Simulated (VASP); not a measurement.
A run of VASP 6.6.1 is set up as follows.

The input INCAR:

```
SYSTEM = LiTaS3
PREC     = Accurate       ! precision mode
ENCUT    = 520            ! plane-wave cutoff, eV
EDIFF    = 1E-7           ! SCF threshold, eV
ISMEAR   = 0              ! smearing method
SIGMA    = 0.1            ! smearing width, eV
LREAL    = .FALSE.        ! projectors in reciprocal space
LASPH    = .TRUE.         ! aspherical terms in the spheres
NELM     = 100            ! most SCF steps
ALGO     = Normal         ! electronic algorithm
ISIF     = 2              ! what is computed and relaxed
LWAVE    = .FALSE.        ! write WAVECAR
LCHARG   = .FALSE.        ! write CHGCAR
GGA      = PE             ! functional
NBANDS   = 24             ! bands
```

File KPOINTS:

```
Automatic mesh
0
G
  4 4 4
  0 0 0
```

The input POSCAR:

```
LiTaS3
1.0
    3.3978134354     -3.3979737675      0.0000000000
    3.3978134354      3.3979737675      0.0000000000
    0.0000000000      0.0000000000      4.8055742268
Li Ta S
1 1 3
Direct
    0.5000000000      0.5000000000      0.5000000000
    0.0000000000      0.0000000000      0.0000000000
    0.0000000000      0.0000000000      0.5000000000
    0.5000000000      0.0000000000      0.0000000000
    0.0000000000      0.5000000000      0.0000000000
```

Potentials or basis: VASP PAW PBE potentials, release 64 (Li_sv, Ta_pv, S).

The run is started by

```bash
$ cat potpaw_PBE.64/Li_sv/POTCAR potpaw_PBE.64/Ta_pv/POTCAR potpaw_PBE.64/S/POTCAR > POTCAR
$ mpirun -np 1 vasp_std > vasp.out
```

Problem. What does it give for the band gap on the k mesh?

Solution. Zero (band 16 reaches 3.15 eV, above the bottom of band 17 at 2.62 eV).

Caveat: spin-orbit coupling is left out, which moves the levels of the heavy elements.
